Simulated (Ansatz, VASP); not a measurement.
One calculation of Al2Cu, two programs

Contents of INCAR:

```
ALGO     = Fast           # electronic algorithm
EDIFF    = 1E-6           # SCF threshold, eV
ENCUT    = 520            # plane-wave cutoff, eV
ISIF     = 2              # what is computed and relaxed
ISMEAR   = 0              # smearing method
LASPH    = T              # aspherical terms in the spheres
LCHARG   = T              # write CHGCAR
LELF     = T              # ELF
LREAL    = F              # projectors in reciprocal space
LVHAR    = T            
LWAVE    = F              # write WAVECAR
NBANDS   = 16             # bands
NELM     = 60             # most SCF steps
PREC     = Accurate       # precision mode
SIGMA    = 0.15           # smearing width, eV
```

The input KPOINTS:

```
k-points
0
Gamma
  14 14 14
```

File POSCAR:

```
Al2Cu
1.0
   -1.9813149343      1.9813149343      2.9011648577
    1.9813149343     -1.9813149343      2.9011648577
    1.9813149343      1.9813149343     -2.9011648577
Al Cu
2 1
Direct
    0.7500000000      0.2500000000      0.5000000000
    0.2500000000      0.7500000000      0.5000000000
    0.5000000000      0.5000000000      0.0000000000
```

Input for Ansatz:

```yaml
crystal:
  lattice:
    - [-1.9813149343, 1.9813149343, 2.9011648577]
    - [1.9813149343, -1.9813149343, 2.9011648577]
    - [1.9813149343, 1.9813149343, -2.9011648577]
  atoms:
    - { symbol: Al, position: [0.75, 0.25, 0.5] }
    - { symbol: Al, position: [0.25, 0.75, 0.5] }
    - { symbol: Cu, position: [0.5, 0.5, 0.0] }
basis:
  ecutwfc: 520.0
kpoints:
  mp_grid: { grid: [14, 14, 14] }
hamiltonian:
  xc: lda
  pseudopotentials: { kind: paw, azcp: { folder: soft_1 } }
scf:
  occupations: { method: gaussian, width: 0.15 }
output:
  forces: true
  stress: true
  eigenvalues: true
```

Change from the starting cell: strain +e along x and -e along y +0.0000, strain +e along z and -e/2 along x and y +0.0233.

Alike in both runs: task single point; functional LDA; k mesh 14 × 14 × 14; occupations gaussian, width 0.15 eV; no spin polarisation.

```csv
,VASP,Ansatz
version,VASP 6.6.1,Ansatz 0.2.0
potentials or method,"VASP PAW LDA potentials, release 64 (Al, Cu), cutoff 520 eV","scalar-relativistic, plane waves, PAW"
valence electrons in the cell,17,25
```

VASP gave:

- gap on the k mesh at the Fermi level (eV): none
- pressure (GPa): 0.5
- traceless stress, the component that is largest in VASP (GPa): -2.34

Estimate Ansatz's values.

gap on the k mesh at the Fermi level (eV): none; pressure (GPa): 0.1; traceless stress, the component that is largest in VASP (GPa): -2.36.

Ansatz warns that its potentials were made for another functional, while VASP's fit it. LDA's correlation is that of Perdew and Zunger in VASP and of Perdew and Wang (1992) in Ansatz. A gap of «none» marks a metal or a gap that the smearing closes. VASP's potentials hold 17 valence electrons a cell and Ansatz's 25, so a difference there can come from the potentials and not from the codes.
